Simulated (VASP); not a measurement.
# In (Im-3m) in VASP: a series of runs

Aim: see how the results for In move with the level of theory and the settings. Levels: PBE, B3LYP. Tasks: equation of state, electric field gradients.

Everything below comes from runs of VASP 6.6.1. Logs are shortened: lines on timing, memory, paths and dates and some standing lists are left out, and cuts for length are marked.

## 1. The cell of the first run

Symmetry: Im-3m, No. 229, cubic system. The conventional cell has a = 3.765 Å, b = 3.765 Å, c = 3.765 Å, α = 90.00°, β = 90.00°, γ = 90.00°. Within 4.3 Å of In (site symmetry m-3m) lie 14 In at 3.26 to 3.77 Å.

This isn't the form of In at room conditions, which is tetragonal.

## 2. Equation of state, PBE

POSCAR.step1

```
In
1.0
   -1.8242650528      1.8242650528      1.8242650528
    1.8242650528     -1.8242650528      1.8242650528
    1.8242650528      1.8242650528     -1.8242650528
In
1
Direct
    0.0000000000      0.0000000000      0.0000000000
```

POSCAR.step2

```
In
1.0
   -1.8440955744      1.8440955744      1.8440955744
    1.8440955744     -1.8440955744      1.8440955744
    1.8440955744      1.8440955744     -1.8440955744
In
1
Direct
    0.0000000000      0.0000000000      0.0000000000
```

POSCAR.step3

```
In
1.0
   -1.8635085334      1.8635085334      1.8635085334
    1.8635085334     -1.8635085334      1.8635085334
    1.8635085334      1.8635085334     -1.8635085334
In
1
Direct
    0.0000000000      0.0000000000      0.0000000000
```

POSCAR.step4

```
In
1.0
   -1.8825252400      1.8825252400      1.8825252400
    1.8825252400     -1.8825252400      1.8825252400
    1.8825252400      1.8825252400     -1.8825252400
In
1
Direct
    0.0000000000      0.0000000000      0.0000000000
```

POSCAR.step5

```
In
1.0
   -1.9011653160      1.9011653160      1.9011653160
    1.9011653160     -1.9011653160      1.9011653160
    1.9011653160      1.9011653160     -1.9011653160
In
1
Direct
    0.0000000000      0.0000000000      0.0000000000
```

POSCAR.step6

```
In
1.0
   -1.9194468732      1.9194468732      1.9194468732
    1.9194468732     -1.9194468732      1.9194468732
    1.9194468732      1.9194468732     -1.9194468732
In
1
Direct
    0.0000000000      0.0000000000      0.0000000000
```

POSCAR.step7

```
In
1.0
   -1.9373866689      1.9373866689      1.9373866689
    1.9373866689     -1.9373866689      1.9373866689
    1.9373866689      1.9373866689     -1.9373866689
In
1
Direct
    0.0000000000      0.0000000000      0.0000000000
```

INCAR

```
ALGO     = Normal         # electronic algorithm
EDIFF    = 1E-7           # SCF threshold, eV
ENCUT    = 450            # plane-wave cutoff, eV
GGA      = PE             # functional
GGA_COMPAT= False        
ISIF     = 2              # what is computed and relaxed
ISMEAR   = 1              # smearing method
LASPH    = True           # aspherical terms in the spheres
LCHARG   = False          # write CHGCAR
LREAL    = False          # projectors in reciprocal space
LWAVE    = False          # write WAVECAR
NELM     = 120            # most SCF steps
NSW      = 0              # ionic steps
PREC     = Accurate       # precision mode
SIGMA    = 0.1            # smearing width, eV
```

KPOINTS

```
k-points
0
Gamma
  12 12 12
```

Potentials or basis: VASP PAW PBE potentials, release 64 (In_d_GW).

On the command line:

```
> cat potpaw_PBE.64/In_d_GW/POTCAR > POTCAR
> cp POSCAR.step1 POSCAR
> mpirun -np 1 vasp_std > vasp.out
> cp POSCAR.step2 POSCAR
> mpirun -np 1 vasp_std > vasp.out
> cp POSCAR.step3 POSCAR
> mpirun -np 1 vasp_std > vasp.out
> cp POSCAR.step4 POSCAR
> mpirun -np 1 vasp_std > vasp.out
> cp POSCAR.step5 POSCAR
> mpirun -np 1 vasp_std > vasp.out
> cp POSCAR.step6 POSCAR
> mpirun -np 1 vasp_std > vasp.out
> cp POSCAR.step7 POSCAR
> mpirun -np 1 vasp_std > vasp.out
```

OUTCAR:

```text
EDIFF = 1E-7
   ENCUT = 450
   GGA = PE
   ISIF = 2
   ISMEAR = 1
   LASPH = True
   LREAL = False
   NELM = 120
   NSW = 0
   PREC = Accurate

 Found     72 irreducible k-points:

 Following reciprocal coordinates:
            Coordinates               Weight
  0.000000  0.000000  0.000000      1.000000
  0.083333  0.000000  0.000000     12.000000
  0.166667  0.000000  0.000000     12.000000
  0.250000  0.000000  0.000000     12.000000
  0.333333  0.000000  0.000000     12.000000
  0.416667  0.000000  0.000000     12.000000
   k-points           NKPTS =     72   k-points in BZ     NKDIM =     72   number of bands    NBANDS=     10
   number of dos      NEDOS =    301   number of ions     NIONS =      1
   total plane-waves  NPLWV =  13824
   dimension x,y,z NGX =    24 NGY =   24 NGZ =   24
   dimension x,y,z NGXF=    48 NGYF=   48 NGZF=   48
   ions per type =               1
   NGX,Y,Z   is equivalent  to a cutoff of  11.89, 11.89, 11.89 a.u.
   NGXF,Y,Z  is equivalent  to a cutoff of  23.78, 23.78, 23.78 a.u.
 SYSTEM =  unknown system
   PREC   = accura    normal or accurate (medium, high low for compatibility)
   ISTART =      0    job   : 0-new  1-cont  2-samecut
   ICHARG =      2    charge: 1-file 2-atom 10-const
   ISPIN  =      1    spin polarized calculation?
   LNONCOLLINEAR =      F non collinear calculations
   LSORBIT =      F    spin-orbit coupling
   LASPH  =      T    aspherical Exc in radial PAW
   ENCUT  =  450.0 eV  33.07 Ry    5.75 a.u.   5.80  5.80  5.80*2*pi/ulx,y,z
   NELM   =    120;   NELMIN=  2; NELMDL=  0     # of ELM steps
   EDIFF  = 0.1E-06   stopping-criterion for ELM
   LREAL  =      F    real-space projection
   EDIFFG = 0.1E-05   stopping-criterion for IOM
   NSW    =      0    number of steps for IOM
   IBRION =     -1    ionic relax: 0-MD 1-quasi-New 2-CG
   NFREE  =      0    steps in history (QN), initial steepest desc. (CG)
   ISIF   =      2    stress and relaxation
   ISYM   =      2    0-nonsym 1-usesym 2-fastsym
   POTIM  = 0.5000    time-step for ionic-motion
   TEBEG  =    0.0;   TEEND  =   0.0 temperature during run

   SCALEE = 1.0000    scale energy and forces
   PSTRESS=    0.0 pullay stress
   NELECT =      13.0000    total number of electrons
   NUPDOWN=      -1.0000    fix difference up-down
   EMIN   =  10.00;   EMAX   =-10.00  energy-range for DOS
   EFERMI =   0.00;   METHOD = LEGACY
   ISMEAR =     1;   SIGMA  =   0.10  broadening in eV -4-tet -1-fermi 0-gaus
   EFERMI_NEDOS =   21; number of points for ismear=-14 and -15
   IALGO  =     38    algorithm
   IMIX   =      4    mixing-type and parameters
     AMIX     =   0.40;   BMIX     =  1.00
     AMIX_MAG =   1.60;   BMIX_MAG =  1.00
  volume/ion in A,a.u.               =      29.09       196.29
  Fermi-wavevector in a.u.,A,eV,Ry     =   1.251660  2.365294 21.315599  1.566652
  Thomas-Fermi vector in A             =   2.385597
   LORBIT       =      0    0 simple, 1 ext, 2 COOP (PROOUT), +10 PAW based schemes
   GGA     = PE    functional components
   LHFCALC =     F    Hartree Fock is set to
   AEXX    =    0.0000 exact exchange contribution
   IVDW    =     0    specifies the selected vdW correction
   LEPSILON=     F    determine dielectric tensor
   LRPA    =     F    only Hartree local field effects (RPA)

   CSHIFT  =0.1000    complex shift for real part using Kramers Kronig

   OMEGAMAX=  -1.0    maximum frequency
 non-spin polarized calculation
 Methfessel and Paxton  Order N= 1 SIGMA  =   0.10
  energy-cutoff  :      450.00
  volume of cell :       29.09
 maximum number of plane-waves:       664
   NGX = 11   NGY = 11   NGZ = 11

 number of electron      12.9999988 magnetization

 Free energy of the ion-electron system (eV)
  ---------------------------------------------------
  ext. energy  EPLUGINS =         0.00000000
  ---------------------------------------------------
  free energy    TOTEN  =        -2.54479855 eV

  energy without entropy =       -2.54466053  energy(sigma->0) =       -2.54475255

 E-fermi :   4.4514     XC(G=0):  -9.7814

 val. band max:        4.4344338706   @ k =  -0.4167  -0.4167   0.2500
 cond. band min:       4.4518336272   @ k =  -0.4167   0.4167   0.2500
 fundamental gap:      0.0173997566
 Fermi energy:         4.4514018552

 k-point     1 :       0.0000    0.0000    0.0000
  band No.  band energies     occupation
      1     -10.1268      2.00000
      2     -10.1268      2.00000
      3     -10.1268      2.00000
      4      -9.9159      2.00000
      5      -9.9159      2.00000
      6      -4.3862      2.00000
      7      14.4392      0.00000
      8      14.4392      0.00000
      9      14.4427      0.00000
     10      17.1279      0.00000

 k-point     2 :       0.0833    0.0000    0.0000
  band No.  band energies     occupation
      1     -10.1323      2.00000
      2     -10.1211      2.00000
      3     -10.1048      2.00000
      4      -9.9217      2.00000
      5      -9.9162      2.00000
      6      -4.2384      2.00000
      7      13.0854      0.00000
      8      13.8122      0.00000
      9      14.1599      0.00000
     10      16.1785      0.00000

 k-point     3 :       0.1667    0.0000    0.0000
  band No.  band energies     occupation
      1     -10.1473      2.00000
      2     -10.1093      2.00000
      3     -10.0442      2.00000
      4      -9.9353      2.00000
      5      -9.9170      2.00000
      6      -3.7920      2.00000
      7      10.4937      0.00000
      8      12.6425      0.00000
      9      13.4386      0.00000
     10      15.2632      0.00000

 k-point     4 :       0.2500    0.0000    0.0000
  band No.  band energies     occupation
      1     -10.1676      2.00000
      2     -10.1053      2.00000
      3      -9.9597      2.00000
      4      -9.9449      2.00000
      5      -9.9179      2.00000
      6      -3.0417      2.00000
      7       7.8430      0.00000
      8      11.5255      0.00000
      9      12.6205      0.00000
     10      14.7115      0.00000

 k-point     5 :       0.3333    0.0000    0.0000
  band No.  band energies     occupation
      1     -10.1880      2.00000
      2     -10.1174      2.00000
      3      -9.9414      2.00000
      4      -9.9186      2.00000
      5      -9.8734      2.00000
      6      -1.9874      2.00000
      7       5.3754     -0.00000
      8      10.6495      0.00000
      9      11.9561      0.00000
     10      14.3834      0.00000

 k-point     6 :       0.4167    0.0000    0.0000
  band No.  band energies     occupation
      1     -10.2027      2.00000
      2     -10.1346      2.00000
      3      -9.9320      2.00000
      4      -9.9189      2.00000
      5      -9.8090      2.00000
      6      -0.6517      2.00000
      7       3.1770      2.00000
      8      10.0958      0.00000
      9      11.5341      0.00000
     10      13.9423      0.00000

 [... further k-points ...]

------------------------ aborting loop because EDIFF is reached ----------------------------------------

  FORCE on cell =-STRESS in cart. coord.  units (eV):
  Direction    XX          YY          ZZ          XY          YZ          ZX
  --------------------------------------------------------------------------------------
  -------------------------------------------------------------------------------------
  Total       -0.3122556     -0.3122556     -0.3122556     -0.0000000      0.0000000      0.0000000
  in kB      -17.1993427    -17.1993427    -17.1993427     -0.0000000      0.0000000      0.0000000
  external PRESSURE =     -17.1993427 kB  Pullay stress =       0.0000000 kB

 VOLUME and BASIS-vectors are now :
 -----------------------------------------------------------------------------
  energy-cutoff  :      450.00
  volume of cell :       29.09
      direct lattice vectors                 reciprocal lattice vectors
    -1.937386669  1.937386669  1.937386669     0.000000000  0.258079612  0.258079612
     1.937386669 -1.937386669  1.937386669     0.258079612  0.000000000  0.258079612
     1.937386669  1.937386669 -1.937386669     0.258079612  0.258079612  0.000000000

 POSITION                                       TOTAL-FORCE (eV/Angst)
 -----------------------------------------------------------------------------------
      0.00000      0.00000      0.00000        -0.000000      0.000000      0.000000
 -----------------------------------------------------------------------------------
    total drift:                                0.000000      0.000000      0.000000

  FREE ENERGIE OF THE ION-ELECTRON SYSTEM (eV)
  ---------------------------------------------------
  free  energy   TOTEN  =        -2.5447985524 eV

  energy  without entropy=       -2.5446605342  energy(sigma->0) =       -2.54475255
```

OUTCAR.step1:

```text
EDIFF = 1E-7
   ENCUT = 450
   GGA = PE
   ISIF = 2
   ISMEAR = 1
[... 194 lines left out ...]

 POSITION                                       TOTAL-FORCE (eV/Angst)
 -----------------------------------------------------------------------------------
      0.00000      0.00000      0.00000         0.000000     -0.000000     -0.000000
 -----------------------------------------------------------------------------------
    total drift:                                0.000000      0.000000      0.000000

  FREE ENERGIE OF THE ION-ELECTRON SYSTEM (eV)
  ---------------------------------------------------
  free  energy   TOTEN  =        -2.4892190814 eV

  energy  without entropy=       -2.4887588624  energy(sigma->0) =       -2.48906568
```

OUTCAR.step2:

```text
EDIFF = 1E-7
   ENCUT = 450
   GGA = PE
   ISIF = 2
   ISMEAR = 1
[... 194 lines left out ...]

 POSITION                                       TOTAL-FORCE (eV/Angst)
 -----------------------------------------------------------------------------------
      0.00000      0.00000      0.00000         0.000000      0.000000     -0.000000
 -----------------------------------------------------------------------------------
    total drift:                                0.000000      0.000000     -0.000000

  FREE ENERGIE OF THE ION-ELECTRON SYSTEM (eV)
  ---------------------------------------------------
  free  energy   TOTEN  =        -2.5171585067 eV

  energy  without entropy=       -2.5168182351  energy(sigma->0) =       -2.51704508
```

Wall time 1.8 min (1 thread of Intel Xeon Platinum 8259CL at 2.50GHz (Skylake/Cascade Lake), shared host); peak memory 0.16 GiB.

Results:

- Equilibrium volume: 27.73 Å³/atom
- Bulk modulus: 35 GPa
- Pressure derivative of the bulk modulus: 5.6

Energy against volume, from the lowest point:
```tsv
volume (Å³/atom)	energy (meV/atom)
24.284	61.76
25.085	33.82
25.885	15.19
26.686	4.36
27.487	0.00
28.287	0.93
29.088	6.18
```

Caveat: spin-orbit coupling is left out, which moves the levels of the heavy elements.

[end of part 1 of 2]
